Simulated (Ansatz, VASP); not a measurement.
**Two plane-wave programs on TaWC2**

File INCAR:

```
SYSTEM = TaWC2
PREC     = Accurate       ! precision mode
ENCUT    = 520            ! plane-wave cutoff, eV
EDIFF    = 1E-6           ! SCF threshold, eV
ISMEAR   = -1             ! smearing method
SIGMA    = 0.05           ! smearing width, eV
LREAL    = .FALSE.        ! projectors in reciprocal space
LASPH    = .TRUE.         ! aspherical terms in the spheres
NELM     = 60             ! most SCF steps
ALGO     = Normal         ! electronic algorithm
ISIF     = 2              ! what is computed and relaxed
LWAVE    = .FALSE.        ! write WAVECAR
LCHARG   = .TRUE.         ! write CHGCAR
GGA      = PE             ! functional
LELF     = .TRUE.         ! ELF
LVHAR    = .TRUE.       
NBANDS   = 24             ! bands
```

Contents of KPOINTS:

```
Automatic mesh
0
G
  10 10 10
  0 0 0
```

The input POSCAR:

```
TaWC2
1.0
    1.6026836620      0.9253098436      5.2016768326
   -1.6026836620      0.9253098436      5.2016768326
    0.0000000000     -1.8506196874      5.2016768326
W Ta C
1 1 2
Direct
    0.0000000000      0.0000000000      0.0000000000
    0.5000000000      0.5000000000      0.5000000000
    0.2509330000      0.2509330000      0.2509330000
    0.7490670000      0.7490670000      0.7490670000
```

Contents of input.yaml:

```yaml
crystal:
  lattice:
    - [1.602683662, 0.9253098436, 5.2016768326]
    - [-1.602683662, 0.9253098436, 5.2016768326]
    - [0.0, -1.8506196874, 5.2016768326]
  atoms:
    - { symbol: W, position: [0.0, 0.0, 0.0] }
    - { symbol: Ta, position: [0.5, 0.5, 0.5] }
    - { symbol: C, position: [0.250933, 0.250933, 0.250933] }
    - { symbol: C, position: [0.749067, 0.749067, 0.749067] }
hamiltonian:
  xc: pbe
  pseudopotentials: { kind: paw }
kpoints:
  mp_grid: { grid: [10, 10, 10] }
scf:
  occupations: { method: fermi_dirac, width: 0.05 }
output:
  forces: true
  stress: true
  eigenvalues: true
  write_density: true
  write_potential: true
  elf: true
  volumetric_format: npy
```

Alike in both runs: task single point; functional PBE; k mesh 10 × 10 × 10; occupations fermi-dirac, width 0.05 eV; no spin polarisation.

|  | VASP | Ansatz |
| --- | --- | --- |
| version | VASP 6.6.1 | Ansatz 0.2.0 |
| potentials or method | VASP PAW PBE potentials, release 64 (W_sv, Ta_pv, C) | Ansatz PAW |
| plane-wave cutoff (eV) | 520 | 420 |
| valence electrons in the cell | 33 | 35 |

```tsv
	VASP	Ansatz	Ansatz less VASP
gap on the k mesh at the Fermi level (eV)	none	none	-
pressure (GPa)	-19.2	-19.7	-0.55
traceless stress, the component that is largest in VASP (GPa)	0.09	0.06	-0.025
rms of the force components (eV/Å)	0.019	0.016	-0.0028
```

Atom by atom the forces differ by 0.003 eV/Å (rms over components). A gap of «none» marks a metal or a gap that the smearing closes. VASP's potentials hold 33 valence electrons a cell and Ansatz's 35, so a difference there can come from the potentials and not from the codes.

Spin-orbit coupling is off throughout.
